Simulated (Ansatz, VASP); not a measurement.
**BN: VASP beside Ansatz**

INCAR

```
  PREC = Accurate
  ENCUT = 600
  EDIFF = 1E-6
  ISMEAR = 0
  SIGMA = 0.05
  LREAL = False
  LASPH = True
  NELM = 120
  ALGO = Normal
  ISIF = 2
  LWAVE = False
  LCHARG = False
  GGA = PS
  NBANDS = 36
  GGA_COMPAT = False
```

File KPOINTS:

```
regular mesh
0
Gamma
  10 10 2
```

Contents of POSCAR:

```
BN
1.0
   -2.5410113134      0.0000000000      0.0000000000
   -1.2705056567     -2.2005803487      0.0000000000
   -1.2703786061     -0.7334534302     12.6098865131
B N
6 6
Direct
    0.5903261908      0.5903261908      0.2290443320
    0.4792261908      0.4792261908      0.5623776653
    0.3681261908      0.3681261908      0.8957109987
    0.3125428575      0.3125428575      0.0623776653
    0.2014428575      0.2014428575      0.3957109987
    0.0903428575      0.0903428575      0.7290443320
    0.6319293625      0.6319293625      0.1042223347
    0.5208293625      0.5208293625      0.4375556680
    0.4097293625      0.4097293625      0.7708890013
    0.0208460292      0.0208460292      0.9375556680
    0.2430460292      0.2430460292      0.2708890013
    0.1319460292      0.1319460292      0.6042223347
```

Input for Ansatz:

```yaml
crystal:
  lattice:
    - [-2.5410113134, 0.0, 0.0]
    - [-1.2705056567, -2.2005803487, 0.0]
    - [-1.2703786061, -0.7334534302, 12.6098865131]
  atoms:
    - { symbol: B, position: [0.5903261908, 0.5903261908, 0.229044332] }
    - { symbol: B, position: [0.4792261908, 0.4792261908, 0.5623776653] }
    - { symbol: B, position: [0.3681261908, 0.3681261908, 0.8957109987] }
    - { symbol: B, position: [0.3125428575, 0.3125428575, 0.0623776653] }
    - { symbol: B, position: [0.2014428575, 0.2014428575, 0.3957109987] }
    - { symbol: B, position: [0.0903428575, 0.0903428575, 0.729044332] }
    - { symbol: "N", position: [0.6319293625, 0.6319293625, 0.1042223347] }
    - { symbol: "N", position: [0.5208293625, 0.5208293625, 0.437555668] }
    - { symbol: "N", position: [0.4097293625, 0.4097293625, 0.7708890013] }
    - { symbol: "N", position: [0.0208460292, 0.0208460292, 0.937555668] }
    - { symbol: "N", position: [0.2430460292, 0.2430460292, 0.2708890013] }
    - { symbol: "N", position: [0.1319460292, 0.1319460292, 0.6042223347] }
basis:
  ecutwfc: 420
kpoints:
  mp_grid: { grid: [10, 10, 2] }
hamiltonian:
  xc: pbesol
scf:
  occupations: { method: gaussian, width: 0.05 }
output:
  forces: true
  stress: true
  eigenvalues: true
```

Alike in both runs: task single point; functional PBEsol; k mesh 10 × 10 × 2; occupations gaussian, width 0.05 eV; no spin polarisation.

|  | VASP | Ansatz |
| --- | --- | --- |
| version | VASP 6.6.1 | Ansatz 0.2.0 |
| potentials or method | VASP PAW PBE potentials, release 64 (B, N), cutoff 600 eV | scalar-relativistic, plane waves, PAW |
| valence electrons in the cell | 48 | 48 |

Ansatz gave:

| Item | Value |
| --- | --- |
| gap on the k mesh at the Fermi level (eV) | 2.77 |
| least direct gap on the mesh (eV) | 4.39 |
| pressure (GPa) | -0.3 |
| traceless stress, the component that is largest in VASP (GPa) | 7.84 |
| rms of the force components (eV/Å) | 0.311 |

Problem. Which values does VASP return?

Solution. gap on the k mesh at the Fermi level (eV): 2.77; least direct gap on the mesh (eV): 4.38; pressure (GPa): 0.0; traceless stress, the component that is largest in VASP (GPa): 7.72; rms of the force components (eV/Å): 0.305.

VASP's potentials were made for PBE, not for PBEsol. Atom by atom the forces differ by 0.006 eV/Å (rms over components).
